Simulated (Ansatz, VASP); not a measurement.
## MnSb, level by level in two programs

```
CELL_PARAMETERS angstrom
4.15000 0.00000 0.00000
-2.07500 3.59401 0.00000
0.00000 0.00000 5.78000
ATOMIC_POSITIONS crystal
Sb 0.66667 0.33333 0.75000
Sb 0.33333 0.66667 0.25000
Mn 0.00000 0.00000 0.50000
Mn 0.00000 0.00000 0.00000
```

Single points on this cell with VASP 6.6.1 and Ansatz 0.2.0. Each row is one pair of runs. Alike in all rows: spin: collinear, typed start; Ansatz's potentials, cutoff: Ansatz PAW, 420 eV.

| level | k mesh | smearing | VASP's potentials, cutoff | gap on the k mesh at the Fermi level (eV), VASP | gap on the k mesh at the Fermi level (eV), Ansatz | pressure (GPa), VASP | pressure (GPa), Ansatz | net moment per atom (μB), VASP | net moment per atom (μB), Ansatz |
| --- | --- | --- | --- | --- | --- | --- | --- | --- | --- |
| PBE | 3 × 3 × 2 | fermi-dirac, width 0.05 eV | VASP PAW PBE potentials, release 64 (Sb, Mn_pv), 520 eV | none | none | -3.6 | -3.6 | 1.61 | 1.61 |
| LDA | 7 × 7 × 5 | fermi-dirac, width 0.05 eV | VASP PAW LDA potentials, release 64 (Sb, Mn_pv), 520 eV | none | none | -11.2 | -10.6 | 1.59 | 1.63 |
| PBE | 7 × 7 × 5 | gaussian, width 0.024 eV | VASP PAW PBE potentials, release 64 (Sb, Mn_pv), 520 eV | none | none | -3.4 | -3.4 | 1.67 | 1.67 |
| PBE | 7 × 7 × 5 | gaussian, width 0.025 eV | VASP PAW PBE potentials, release 64 (Sb, Mn_pv), 520 eV | none | none | -3.4 | -3.4 | 1.67 | 1.67 |
| PBE | 7 × 7 × 5 | gaussian, width 0.026 eV | VASP PAW PBE potentials, release 64 (Sb, Mn_pv), 520 eV | none | none | -3.4 | -3.3 | 1.67 | 1.67 |
| PBE | 6 × 6 × 4 | fermi-dirac, width 0.05 eV | VASP PAW PBE potentials, release 64 (Sb, Mn_pv), 520 eV | - | - | -14.2 | -14.1 | 0.50 | 0.50 |

Pressure (GPa): the two programs differ by at most 0.58; net moment per atom (μB): the two programs differ by at most 0.035.

VASP's potentials hold 36 valence electrons a cell and Ansatz's 60, so a difference there can come from the potentials and not from the codes.

A gap of «none» marks a metal or a gap that the smearing closes.

The k mesh is coarse in some rows, so the values compare programs but aren't converged. Spin-orbit coupling is off throughout.
